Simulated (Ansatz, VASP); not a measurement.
# Two plane-wave programs on O

Contents of POSCAR:

```
O
1.0
    1.6749479049      0.9670316238      3.7319995215
   -1.6749479049      0.9670316238      3.7319995215
    0.0000000000     -1.9340632475      3.7319995215
O
2
Direct
    0.0546147200      0.0546147200      0.0546147200
    0.9453852800      0.9453852800      0.9453852800
```

Contents of INCAR.step1:

```
ALGO = Normal ; EDIFF = 1E-5
ENCUT = 520 ; GGA = PE
ISIF = 2 ; ISMEAR = -1
LASPH = True ; LCHARG = False
LREAL = False ; LWAVE = True
NBANDS = 13 ; NELM = 100
PREC = Accurate ; SIGMA = 0.05
```

INCAR.step2

```
ALGO = Normal ; EDIFF = 1E-8
ENCUT = 520 ; GGA = PE
HFSCREEN = 0.2079 ; ISIF = 2
ISMEAR = -1 ; ISTART = 1
IVDW = 12 ; LASPH = True
LCHARG = False ; LEFG = True
LHFCALC = True ; LREAL = False
LWAVE = False ; NBANDS = 13
NELM = 100 ; PREC = Accurate
PRECFOCK = Normal ; SIGMA = 0.05
VDW_A1 = 0.383 ; VDW_A2 = 5.685
VDW_S6 = 1.0 ; VDW_S8 = 2.31
```

File KPOINTS:

```
k-points
0
Gamma
  5 5 5
```

File input.yaml:

```yaml
crystal:
  lattice:
    - [1.6749479049, 0.9670316238, 3.7319995215]
    - [-1.6749479049, 0.9670316238, 3.7319995215]
    - [0.0, -1.9340632475, 3.7319995215]
  atoms:
    - { symbol: O, position: [0.05461472, 0.05461472, 0.05461472] }
    - { symbol: O, position: [0.94538528, 0.94538528, 0.94538528] }
hamiltonian:
  xc: hse06
  pseudopotentials: { kind: paw, accuracy: stringent }
  dispersion: d3bj
kpoints:
  mp_grid: { grid: [5, 5, 5] }
scf:
  occupations: { method: fermi_dirac, width: 0.05 }
output:
  forces: true
  stress: true
  eigenvalues: true
  efg: {}
```

Alike in both runs: task electric field gradients; functional HSE06; dispersion D3(BJ); k mesh 5 × 5 × 5; occupations fermi-dirac, width 0.05 eV; no spin polarisation.

```csv
,VASP,Ansatz
version,VASP 6.6.1,Ansatz 0.2.0
potentials or method,"VASP PAW PBE potentials, release 64 (O)",SSSP precision PAW
plane-wave cutoff (eV),520,1020
valence electrons in the cell,12,12
```

```tsv
	VASP	Ansatz	Ansatz less VASP
gap on the k mesh at the Fermi level (eV)	none	none	-
pressure (GPa)	-5.8	-7.4	-1.59
traceless stress, the component that is largest in VASP (GPa)	-1.10	-4.76	-3.663
rms of the force components (eV/Å)	0.593	1.186	+0.5929
size of Vzz on the site where it differs most (V/Å²)	128.7	125.1	-3.58
```

Atom by atom the forces differ by 0.593 eV/Å (rms over components). A gap of «none» marks a metal or a gap that the smearing closes.

The k mesh is coarse, so the values compare programs but aren't converged. Noted on VASP's run: the standard files for N, O and F lose accuracy on very short bonds; spin is off for a triplet molecule. Noted on Ansatz's run: spin is off for a triplet molecule.
